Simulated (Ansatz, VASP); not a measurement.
GaN in VASP and in Ansatz

Contents of POSCAR:

```
GaN
1.0
    0.0000000000      2.2535006075      2.2535006075
    2.2535006075      0.0000000000      2.2535006075
    2.2535006075      2.2535006075      0.0000000000
Ga N
1 1
Direct
    0.0000000000      0.0000000000      0.0000000000
    0.7500000000      0.7500000000      0.7500000000
```

INCAR.step1

```
PREC = Accurate
ENCUT = 910
ISMEAR = 0
SIGMA = 0.05
LREAL = False
LASPH = True
NELM = 120
NBANDS = 16
GGA = PE
ALGO = Normal
EDIFF = 1E-5
LWAVE = True
LCHARG = False
GGA_COMPAT = False
```

Contents of INCAR.step2:

```
PREC = Accurate
ENCUT = 910
EDIFF = 1E-6
ISMEAR = 0
SIGMA = 0.05
LREAL = False
LASPH = True
NELM = 120
ALGO = Normal
ISIF = 2
LWAVE = False
LCHARG = False
METAGGA = R2SCAN
LMIXTAU = True
NBANDS = 16
ISTART = 1
GGA_COMPAT = False
```

The input KPOINTS:

```
Automatic mesh
0
Gamma
  10 10 10
```

Input for Ansatz:

```yaml
crystal:
  lattice:
    - [0.0, 2.2535006075, 2.2535006075]
    - [2.2535006075, 0.0, 2.2535006075]
    - [2.2535006075, 2.2535006075, 0.0]
  atoms:
    - { symbol: Ga, position: [0.0, 0.0, 0.0] }
    - { symbol: "N", position: [0.75, 0.75, 0.75] }
basis:
  ecutwfc: 500
kpoints:
  mp_grid: { grid: [10, 10, 10] }
hamiltonian:
  xc: r2scan
scf:
  occupations: { method: gaussian, width: 0.05 }
output:
  forces: true
  stress: true
  eigenvalues: true
```

Alike in both runs: task single point; functional r2SCAN; k mesh 10 × 10 × 10; occupations gaussian, width 0.05 eV; no spin polarisation.

|  | VASP | Ansatz |
| --- | --- | --- |
| version | VASP 6.6.1 | Ansatz 0.2.0 |
| potentials or method | VASP PAW PBE potentials, release 64 (Ga_d, N_h), cutoff 910 eV | scalar-relativistic, plane waves, PAW |
| valence electrons in the cell | 18 | 18 |

|  | VASP | Ansatz | Ansatz less VASP |
| --- | --- | --- | --- |
| gap on the k mesh at the Fermi level (eV) | 2.12 | 2.13 | +0.011 |
| least direct gap on the mesh (eV) | 2.12 | 2.13 | +0.011 |

VASP's potentials were made for PBE, not for r2SCAN.

Noted on VASP's run: the cutoff is short for stress, so the pressure is rough.
